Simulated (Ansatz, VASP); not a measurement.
TePb, level by level in two programs

```
Pb Te
1.0
     0.00000    3.20931    3.20931
     3.20931    0.00000    3.20931
     3.20931    3.20931    0.00000
Pb Te
1 1
Direct
  0.00000 0.00000 0.00000
  0.50000 0.50000 0.50000
```

Single points on this cell with VASP 6.6.1 and Ansatz 0.2.0. Each row is one pair of runs. Alike in all rows: spin: off; k mesh: 7 × 7 × 7; smearing: fermi-dirac, width 0.05 eV; Ansatz's potentials, cutoff: Ansatz PAW, 420 eV.

| level | VASP's potentials, cutoff | pressure (GPa), VASP | pressure (GPa), Ansatz |
| --- | --- | --- | --- |
| PBE+D4 | VASP PAW PBE potentials, release 64 (Pb_d, Te), 520 eV | 1.0 | 1.1 |
| revPBE | VASP PAW PBE potentials, release 64 (Pb_d, Te), 520 eV | 4.2 | 4.3 |
| BLYP+D3(BJ) | VASP PAW PBE potentials, release 64 (Pb_d, Te), 520 eV | 1.7 | 1.5 |
| LDA | VASP PAW LDA potentials, release 64 (Pb_d, Te), 520 eV | -0.8 | ? |
| RPBE+D4 | VASP PAW PBE potentials, release 64 (Pb_d, Te), 520 eV | 0.8 | 0.9 |
| PBE exchange alone | VASP PAW PBE potentials, release 64 (Pb_d, Te), 520 eV | 11.5 | 11.5 |
| RPBE+D3(BJ) | VASP PAW PBE potentials, release 64 (Pb_d, Te), 520 eV | -10.0 | -10.0 |
| revPBE+D4 | VASP PAW PBE potentials, release 64 (Pb_d, Te), 520 eV | 1.0 | 1.1 |

Problem. Fill in what Ansatz gave in row 4.

Solution. Pressure (GPa): -0.9.

VASP's potentials hold 20 valence electrons a cell and Ansatz's 30, so a difference there can come from the potentials and not from the codes.

Neither program's run includes spin-orbit coupling.
